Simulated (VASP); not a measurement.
# Cu: single point with r2SCAN

Cu:

```
CELL_PARAMETERS angstrom
0.00000 1.80750 1.86173
1.80750 0.00000 1.86173
1.80750 1.80750 0.00000
ATOMIC_POSITIONS crystal
Cu 0.00000 0.00000 0.00000
```

This cell differs from its parent crystal: strain +0.000 along x and y, +0.030 along z.

```json
{
 "Program": "VASP 6.6.1",
 "Task": "single point",
 "Functional": "r2SCAN",
 "Potentials or basis": "VASP PAW PBE potentials, release 64 (Cu)",
 "Cutoff": "520 eV",
 "k mesh": "22 × 22 × 22",
 "Occupations": "gaussian, width 0.15 eV",
 "Spin": "no spin polarisation",
 "Dipole correction": "no",
 "Further INCAR settings": "ALGO = Normal; EDIFF = 1e-06; NBANDS = 12"
}
```

```
Pressure               : -8.0 GPa
Band gap on the k mesh : zero (an odd number of electrons rules out a gap without spin polarisation)
```

Stress tensor (GPa, compression positive):
```
-7.40  0.00  0.00
 0.00 -7.40  0.00
 0.00  0.00 -9.12
```

Levels at points of the mesh, in eV from the Fermi level:
```csv
k point,band 2,band 3,band 4,band 5,band 6,band 7,band 8,band 9,band 10,band 11
"(0.00, 0.00, 0.00)",-3.13,-2.99,-2.99,-2.33,-2.19,23.16,25.88,25.98,25.98,28.30
"(0.50, 0.00, 0.00)",-3.15,-3.01,-1.72,-1.67,-0.95,3.83,21.28,22.59,23.18,25.17
"(0.50, 0.50, 0.00)",-4.41,-1.73,-1.56,-1.56,1.19,6.72,14.01,14.01,18.22,21.11
"(0.50, 0.00, 0.50)",-4.42,-1.73,-1.60,-1.50,1.84,7.50,13.27,13.33,17.62,20.44
```

It took 9 min on 1 thread of Intel Xeon 8259CL, on a shared host, peak memory 0.23 GiB.

Caveat: the cell differs from its parent crystal (strain +0.000 along x and y, +0.030 along z); the cell stands under tension; the PAW data sets were made with another functional, which shifts forces and pressure a little.
